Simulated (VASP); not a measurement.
# ZnSe (CsCl type) (Pm-3m) in VASP: notebook

The runs below take ZnSe (CsCl type) through relaxation of cell and atoms, with PBE.

All numbers are computed with VASP 6.6.1; they aren't measurements. Logs are shortened: lines on timing, memory, paths and dates and some standing lists are left out, and cuts for length are marked.

**1. The cell of the first run**

It takes space group Pm-3m (No. 221, cubic). The conventional cell has a = 3.232 Å, b = 3.232 Å, c = 3.232 Å, α = 90.00°, β = 90.00°, γ = 90.00°. Within 3.7 Å of Zn (site symmetry m-3m) lie 8 Se at 2.80 Å and 6 Zn at 3.23 Å. Within 3.7 Å of Se (site symmetry m-3m) lie 8 Zn at 2.80 Å and 6 Se at 3.23 Å.

**2. Relaxation of cell and atoms, PBE, target pressure 6.1 GPa, at which the enthalpy is minimised**

INCAR

```
SYSTEM = ZnSe
PREC     = Accurate       ! precision mode
ENCUT    = 600            ! plane-wave cutoff, eV
EDIFF    = 1E-6           ! SCF threshold, eV
ISMEAR   = -1             ! smearing method
SIGMA    = 0.05           ! smearing width, eV
LREAL    = .False.        ! projectors in reciprocal space
LASPH    = .True.         ! aspherical terms in the spheres
NELM     = 60             ! most SCF steps
ALGO     = Normal         ! electronic algorithm
ISIF     = 3              ! what is computed and relaxed
LWAVE    = .False.        ! write WAVECAR
LCHARG   = .False.        ! write CHGCAR
GGA      = PE             ! functional
IBRION   = 2              ! ionic algorithm
NSW      = 60             ! ionic steps
EDIFFG   = -0.005         ! ionic threshold
PSTRESS  = 61.0
```

KPOINTS

```
regular mesh
0
Gamma
  14 14 14
  0 0 0
```

POSCAR

```
ZnSe
1.0
    3.2318413540      0.0000000000      0.0000000000
    0.0000000000      3.2318413540      0.0000000000
    0.0000000000      0.0000000000      3.2318413540
Zn Se
1 1
Direct
    0.0000000000      0.0000000000      0.0000000000
    0.5000000000      0.5000000000      0.5000000000
```

Potentials or basis: VASP PAW PBE potentials, release 64 (Zn, Se).

Command:

```bash
cat potpaw_PBE.64/Zn/POTCAR potpaw_PBE.64/Se/POTCAR > POTCAR
mpirun -np 1 vasp_std > vasp.out
```

OUTCAR:

```text
SYSTEM = ZnSe
   PREC = Accurate
   ENCUT = 600
   EDIFF = 1E-6
   ISMEAR = -1
   LREAL = .False.
   LASPH = .True.
   NELM = 60
   ISIF = 3
   GGA = PE
   IBRION = 2
   NSW = 60
   EDIFFG = -0.005
   PSTRESS = 61.0

 ion  position               nearest neighbor table
   1  0.000  0.000  0.000-   2 2.80   2 2.80   2 2.80   2 2.80   2 2.80   2 2.80   2 2.80   2 2.80

   2  0.500  0.500  0.500-   1 2.80   1 2.80   1 2.80   1 2.80   1 2.80   1 2.80   1 2.80   1 2.80

  LATTYP: Found a simple cubic cell.
 ALAT       =     3.2318413540

  Lattice vectors:

 A1 = (   3.2318413540,   0.0000000000,   0.0000000000)
 A2 = (   0.0000000000,   3.2318413540,   0.0000000000)
 A3 = (   0.0000000000,   0.0000000000,   3.2318413540)

Analysis of symmetry for initial positions (statically):
=====================================================================
 Subroutine PRICEL returns:
 Original cell was already a primitive cell.

 Routine SETGRP: Setting up the symmetry group for a
 simple cubic supercell.

 Subroutine GETGRP returns: Found 48 space group operations
 (whereof 48 operations were pure point group operations)
 out of a pool of 48 trial point group operations.

The static configuration has the point symmetry O_h .

Analysis of symmetry for dynamics (positions and initial velocities):
=====================================================================
 Subroutine PRICEL returns:
 Original cell was already a primitive cell.

 Routine SETGRP: Setting up the symmetry group for a
 simple cubic supercell.

 Subroutine GETGRP returns: Found 48 space group operations
 (whereof 48 operations were pure point group operations)
 out of a pool of 48 trial point group operations.

The dynamic configuration has the point symmetry O_h .

 Subroutine INISYM returns: Found 48 space group operations
 (whereof 48 operations are pure point group operations),
 and found     1 'primitive' translations

----------------------------------------------------------------------------------------

                                     Primitive cell

  volume of cell :      33.7559

  direct lattice vectors                    reciprocal lattice vectors
     3.231841354  0.000000000  0.000000000     0.309421129  0.000000000  0.000000000
     0.000000000  3.231841354  0.000000000     0.000000000  0.309421129  0.000000000
     0.000000000  0.000000000  3.231841354     0.000000000  0.000000000  0.309421129

  length of vectors
     3.231841354  3.231841354  3.231841354     0.309421129  0.309421129  0.309421129

  position of ions in fractional coordinates (direct lattice)
     0.000000000  0.000000000  0.000000000
     0.500000000  0.500000000  0.500000000

  ion indices of the primitive-cell ions
   primitive index   ion index
                 1           1
                 2           2

----------------------------------------------------------------------------------------

 KPOINTS: regular mesh

Automatic generation of k-mesh.
 Grid dimensions read from file:
 generate k-points for:   14   14   14

 Generating k-lattice:

  Cartesian coordinates                     Fractional coordinates (reciprocal lattice)
     0.022101509  0.000000000  0.000000000     0.071428571  0.000000000  0.000000000
     0.000000000  0.022101509  0.000000000     0.000000000  0.071428571  0.000000000
     0.000000000  0.000000000  0.022101509     0.000000000  0.000000000  0.071428571

  Length of vectors
     0.022101509  0.022101509  0.022101509

  Shift w.r.t. Gamma in fractional coordinates (k-lattice)
     0.000000000  0.000000000  0.000000000

 Subroutine IBZKPT returns following result:
 ===========================================

 Found    120 irreducible k-points:

 Following reciprocal coordinates:
            Coordinates               Weight
  0.000000  0.000000  0.000000      1.000000
  0.071429  0.000000  0.000000      6.000000
  0.142857  0.000000  0.000000      6.000000
  0.214286  0.000000  0.000000      6.000000
  0.285714  0.000000  0.000000      6.000000
  0.357143  0.000000  0.000000      6.000000
[... 16 lines left out ...]
  0.285714  0.214286  0.000000     24.000000
  0.357143  0.214286  0.000000     24.000000
 [... further k-points ...]
   k-points           NKPTS =    120   k-points in BZ     NKDIM =    120   number of bands    NBANDS=     13
   number of dos      NEDOS =    301   number of ions     NIONS =      2
   total plane-waves  NPLWV =  21952
   dimension x,y,z NGX =    28 NGY =   28 NGZ =   28
   dimension x,y,z NGXF=    56 NGYF=   56 NGZF=   56
   ions per type =               1   1
   NGX,Y,Z   is equivalent  to a cutoff of  14.40, 14.40, 14.40 a.u.
   NGXF,Y,Z  is equivalent  to a cutoff of  28.81, 28.81, 28.81 a.u.
 SYSTEM =  ZnSe
   PREC   = accura    normal or accurate (medium, high low for compatibility)
   ISTART =      0    job   : 0-new  1-cont  2-samecut
   ICHARG =      2    charge: 1-file 2-atom 10-const
   ISPIN  =      1    spin polarized calculation?
   LNONCOLLINEAR =      F non collinear calculations
   LSORBIT =      F    spin-orbit coupling
   LASPH  =      T    aspherical Exc in radial PAW
   ENCUT  =  600.0 eV  44.10 Ry    6.64 a.u.   6.45  6.45  6.45*2*pi/ulx,y,z
   NELM   =     60;   NELMIN=  2; NELMDL= -5     # of ELM steps
   EDIFF  = 0.1E-05   stopping-criterion for ELM
   LREAL  =      F    real-space projection
   EDIFFG = -.5E-02   stopping-criterion for IOM
   NSW    =     60    number of steps for IOM
   IBRION =      2    ionic relax: 0-MD 1-quasi-New 2-CG
   NFREE  =      1    steps in history (QN), initial steepest desc. (CG)
   ISIF   =      3    stress and relaxation
   ISYM   =      2    0-nonsym 1-usesym 2-fastsym
   POTIM  = 0.5000    time-step for ionic-motion
   TEBEG  =    0.0;   TEEND  =   0.0 temperature during run
   PSTRESS=   61.0 pullay stress
   NELECT =      18.0000    total number of electrons
   NUPDOWN=      -1.0000    fix difference up-down
   EMIN   =  10.00;   EMAX   =-10.00  energy-range for DOS
   EFERMI =   0.00;   METHOD = LEGACY
   ISMEAR =    -1;   SIGMA  =   0.05  broadening in eV -4-tet -1-fermi 0-gaus
   EFERMI_NEDOS =   21; number of points for ismear=-14 and -15
   IALGO  =     38    algorithm
   IMIX   =      4    mixing-type and parameters
     AMIX     =   0.40;   BMIX     =  1.00
     AMIX_MAG =   1.60;   BMIX_MAG =  1.00
  volume/ion in A,a.u.               =      16.88       113.90
  Fermi-wavevector in a.u.,A,eV,Ry     =   1.327544  2.508695 23.978546  1.762373
  Thomas-Fermi vector in A             =   2.456849
   LORBIT       =      0    0 simple, 1 ext, 2 COOP (PROOUT), +10 PAW based schemes
   GGA     = PE    functional components
   LHFCALC =     F    Hartree Fock is set to
   AEXX    =    0.0000 exact exchange contribution
   IVDW    =     0    specifies the selected vdW correction
   LEPSILON=     F    determine dielectric tensor
   LRPA    =     F    only Hartree local field effects (RPA)
 conjugate gradient relaxation of ions
 non-spin polarized calculation
  energy-cutoff  :      600.00
  volume of cell :       33.76
 maximum number of plane-waves:      1145
 NGX is ok and might be reduce to    28
   NGX = 13   NGY = 13   NGZ = 13

--------------------------------------- Ionic step        1  -------------------------------------------

 number of electron      18.0000005 magnetization

 Free energy of the ion-electron system (eV)
  ---------------------------------------------------
  ext. energy  EPLUGINS =         0.00000000
  ---------------------------------------------------
  free energy    TOTEN  =        -4.24779415 eV

  energy without entropy =       -4.23756739  energy(sigma->0) =       -4.24268077

------------------------ aborting loop because EDIFF is reached ----------------------------------------

  FORCE on cell =-STRESS in cart. coord.  units (eV):
  Direction    XX          YY          ZZ          XY          YZ          ZX
  --------------------------------------------------------------------------------------
  -------------------------------------------------------------------------------------
  Total        1.9685825      1.9685825      1.9685825     -0.0000000     -0.0000000      0.0000000
  in kB       93.4359690     93.4359690     93.4359690     -0.0000000     -0.0000000      0.0000000
  external PRESSURE =      32.4359690 kB  Pullay stress =      61.0000000 kB

 VOLUME and BASIS-vectors are now :
 -----------------------------------------------------------------------------
  energy-cutoff  :      600.00
  volume of cell :       33.76
      direct lattice vectors                 reciprocal lattice vectors
     3.231841354  0.000000000  0.000000000     0.309421129  0.000000000  0.000000000
     0.000000000  3.231841354  0.000000000     0.000000000  0.309421129  0.000000000
     0.000000000  0.000000000  3.231841354     0.000000000  0.000000000  0.309421129
[... 122 lines left out ...]
  FREE ENERGIE OF THE ION-ELECTRON SYSTEM (eV)
  ---------------------------------------------------
  free  energy   TOTEN  =        -4.3040377776 eV

  energy  without entropy=       -4.2940336229  energy(sigma->0) =       -4.29903570

  enthalpy is  TOTEN    =        -2.9740053581 eV   P V=        1.3300324195

--------------------------------------- Ionic step        5  -------------------------------------------

 number of electron      18.0000019 magnetization

 Free energy of the ion-electron system (eV)
  ---------------------------------------------------
  ext. energy  EPLUGINS =         0.00000000
  ---------------------------------------------------
  free energy    TOTEN  =        -4.30268383 eV

  energy without entropy =       -4.29267404  energy(sigma->0) =       -4.29767894

 E-fermi :   4.6481     XC(G=0): -11.0540

 val. band max:        4.6172142401   @ k =   0.4286   0.2143   0.0714
 cond. band min:       4.6488150231   @ k =   0.5000   0.0714   0.0714
 fundamental gap:      0.0316007830
 Fermi energy:         4.6480714380

 k-point     1 :       0.0000    0.0000    0.0000
  band No.  band energies     occupation
      1     -10.3955      2.00000
      2      -2.6208      2.00000
      3      -2.6208      2.00000
      4      -2.2778      2.00000
      5      -2.2778      2.00000
      6      -2.2778      2.00000
      7       3.3569      2.00000
      8       3.3569      2.00000
      9       3.3569      2.00000
     10       3.6473      2.00000
     11      10.3527      0.00000
     12      10.3527      0.00000
     13      16.3256      0.00000

 k-point     2 :       0.0714    0.0000    0.0000
  band No.  band energies     occupation
      1     -10.3449      2.00000
      2      -2.6180      2.00000
      3      -2.6160      2.00000
      4      -2.2891      2.00000
      5      -2.2891      2.00000
      6      -2.2771      2.00000
      7       2.3332      2.00000
      8       3.4192      2.00000
      9       3.4192      2.00000
     10       4.4766      1.93723
     11      10.4038      0.00000
[... 339 lines left out ...]
 k-point    24 :       0.3571    0.2143    0.0000
  band No.  band energies     occupation
      1      -9.0000      2.00000
      2      -2.8232      2.00000
      3      -2.4988      2.00000
      4      -2.4272      2.00000
      5      -2.4195      2.00000
      6      -2.3172      2.00000
      7      -1.2293      2.00000
      8       1.5514      2.00000
      9       4.8315      0.04978
     10       6.8913      0.00000
     11       9.4271      0.00000
     12      12.6146      0.00000
     13      12.9715      0.00000

 [... further k-points ...]

------------------------ aborting loop because EDIFF is reached ----------------------------------------

  FORCE on cell =-STRESS in cart. coord.  units (eV):
  Direction    XX          YY          ZZ          XY          YZ          ZX
  --------------------------------------------------------------------------------------
  -------------------------------------------------------------------------------------
  Total        1.3372055      1.3372055      1.3372055      0.0000000     -0.0000000      0.0000000
  in kB       61.3917160     61.3917160     61.3917160      0.0000000     -0.0000000      0.0000000
  external PRESSURE =       0.3917160 kB  Pullay stress =      61.0000000 kB

 VOLUME and BASIS-vectors are now :
 -----------------------------------------------------------------------------
  energy-cutoff  :      600.00
  volume of cell :       34.90
      direct lattice vectors                 reciprocal lattice vectors
     3.267881670 -0.000000000  0.000000000     0.306008632  0.000000000  0.000000000
    -0.000000000  3.267881670  0.000000000     0.000000000  0.306008632  0.000000000
    -0.000000000 -0.000000000  3.267881670    -0.000000000 -0.000000000  0.306008632

 POSITION                                       TOTAL-FORCE (eV/Angst)
 -----------------------------------------------------------------------------------
     -0.00000     -0.00000      3.26788         0.000000     -0.000000      0.000000
      1.63394      1.63394      1.63394        -0.000000      0.000000      0.000000
 -----------------------------------------------------------------------------------
    total drift:                               -0.000000      0.000000      0.000000

  FREE ENERGIE OF THE ION-ELECTRON SYSTEM (eV)
  ---------------------------------------------------
  free  energy   TOTEN  =        -4.3026838318 eV

  energy  without entropy=       -4.2926740401  energy(sigma->0) =       -4.29767894

  enthalpy is  TOTEN    =        -2.9740104951 eV   P V=        1.3286733367

 reached required accuracy - stopping structural energy minimisation
```

It took 2.5 min on 1 thread of Intel Xeon Platinum 8488C (Sapphire Rapids), shared host; peak memory 0.21 GiB.

What came out:

```yaml
Free_energy: -4.3027 eV
Relaxed_volume: 17.45 Å³/atom
Relaxed_cell: a = 3.268 Å, b = 3.268 Å, c = 3.268 Å, α = 90.00°, β = 90.00°, γ = 90.00°
Space_group_after_relaxing_to_0.1_Å: Pm-3m (No. 221)
Energy_change_on_relaxing_the_run_minimises_the_enthalpy: -27.4 meV/atom
Ionic_steps: 5
Pressure_after_relaxing: 6.1 GPa
Band_gap_on_the_k_mesh: zero (bands 9 and 10 overlap by 1.73 eV)
```

Step by step:
```
step  energy change (eV)  largest force (eV/Å)  pressure (GPa)  volume (Å³)
   1              0.0000                0.0000            9.34        33.76
   2             -0.0737                0.0000            4.77        35.45
   3             -0.0554                0.0000            6.15        34.91
   4             -0.0562                0.0000            6.03        34.93
   5             -0.0549                0.0000            6.14        34.90
```

Final structure:
```
CELL_PARAMETERS angstrom
3.26788 0.00000 0.00000
0.00000 3.26788 0.00000
0.00000 0.00000 3.26788
ATOMIC_POSITIONS crystal
Zn 0.00000 0.00000 0.00000
Se 0.50000 0.50000 0.50000
```

Levels at points of the mesh, in eV from the Fermi level:
```
           k point  band 7  band 8  band 9  band 10  band 11  band 12
(0.00, 0.00, 0.00)   -1.29   -1.29   -1.29    -1.00     5.70     5.70
(0.50, 0.00, 0.00)   -6.42    0.30    0.30     3.39     4.65     6.64
(0.50, 0.50, 0.00)   -5.56   -5.56   -2.27     0.76     8.15     8.15
(0.50, 0.50, 0.50)   -2.85   -2.85   -2.85     0.82     0.82     0.82
```

Caveat: the cell is relaxed towards a set pressure, so the run minimises the enthalpy, not the energy.

**3. Relaxation of cell and atoms, PBE, target pressure 6.1 GPa, at which the enthalpy is minimised**

This run uses another cell than the first one, of 17.42 Å³/atom.

INCAR

```
SYSTEM = ZnSe
PREC     = Accurate       ! precision mode
ENCUT    = 600            ! plane-wave cutoff, eV
EDIFF    = 1E-6           ! SCF threshold, eV
ISMEAR   = -1             ! smearing method
SIGMA    = 0.05           ! smearing width, eV
LREAL    = .FALSE.        ! projectors in reciprocal space
LASPH    = .TRUE.         ! aspherical terms in the spheres
NELM     = 60             ! most SCF steps
ALGO     = Normal         ! electronic algorithm
ISIF     = 3              ! what is computed and relaxed
LWAVE    = .FALSE.        ! write WAVECAR
LCHARG   = .FALSE.        ! write CHGCAR
GGA      = PE             ! functional
IBRION   = 2              ! ionic algorithm
NSW      = 32             ! ionic steps
EDIFFG   = -0.005         ! ionic threshold
PSTRESS  = 61.0
```

KPOINTS

```
regular mesh
0
G
  14 14 14
  0 0 0
```

POSCAR

```
ZnSe
1.0
    3.2661909776      0.0000000000      0.0000000000
    0.0000000000      3.2661909776      0.0000000000
    0.0000000000      0.0000000000      3.2661909776
Zn Se
1 1
Direct
    0.0000000000      0.0000000000      0.0000000000
    0.5000000000      0.5000000000      0.5000000000
```

Potentials or basis: VASP PAW PBE potentials, release 64 (Zn, Se).

Command:

```bash
cat potpaw_PBE.64/Zn/POTCAR potpaw_PBE.64/Se/POTCAR > POTCAR
mpirun -np 1 vasp_std > vasp.out
```

Wall time 57 s (1 thread of Intel Xeon Platinum 8488C (Sapphire Rapids), shared host); peak memory 0.21 GiB.

The run converged. Its results:

- Free energy: -4.3036 eV
- Relaxed volume: 17.46 Å³/atom
- Relaxed cell: a = 3.268 Å, b = 3.268 Å, c = 3.268 Å, α = 90.00°, β = 90.00°, γ = 90.00°
- Space group after relaxing (to 0.1 Å): Pm-3m (No. 221)
- Energy change on relaxing (the run minimises the enthalpy): -1.4 meV/atom
- Ionic steps: 2
- Pressure after relaxing: 6.1 GPa
- Band gap on the k mesh: zero (bands 9 and 10 overlap by 1.73 eV)

Step by step:
```tsv
step	energy change (eV)	largest force (eV/Å)	pressure (GPa)	volume (Å³)
1	0.0000	0.0000	6.23	34.84
2	-0.0028	0.0000	6.10	34.92
```

Final structure:
```cif
data_structure
_symmetry_space_group_name_H-M 'P 1'
_symmetry_Int_Tables_number 1
_cell_length_a 3.2684
_cell_length_b 3.2684
_cell_length_c 3.2684
_cell_angle_alpha 90.000
_cell_angle_beta 90.000
_cell_angle_gamma 90.000
_cell_volume 34.92
loop_
_atom_site_label
_atom_site_type_symbol
_atom_site_fract_x
_atom_site_fract_y
_atom_site_fract_z
_atom_site_occupancy
Zn1 Zn 0.00000 0.00000 0.00000 1
Se1 Se 0.50000 0.50000 0.50000 1
```

Levels at points of the mesh, in eV from the Fermi level:
| k point | band 7 | band 8 | band 9 | band 10 | band 11 | band 12 |
| --- | --- | --- | --- | --- | --- | --- |
| (0.00, 0.00, 0.00) | -1.29 | -1.29 | -1.29 | -1.00 | 5.71 | 5.71 |
| (0.50, 0.00, 0.00) | -6.42 | 0.30 | 0.30 | 3.39 | 4.65 | 6.64 |
| (0.50, 0.50, 0.00) | -5.55 | -5.55 | -2.27 | 0.76 | 8.14 | 8.14 |
| (0.50, 0.50, 0.50) | -2.85 | -2.85 | -2.85 | 0.82 | 0.82 | 0.82 |

Caveat: the cell is relaxed towards a set pressure, so the run minimises the enthalpy, not the energy.
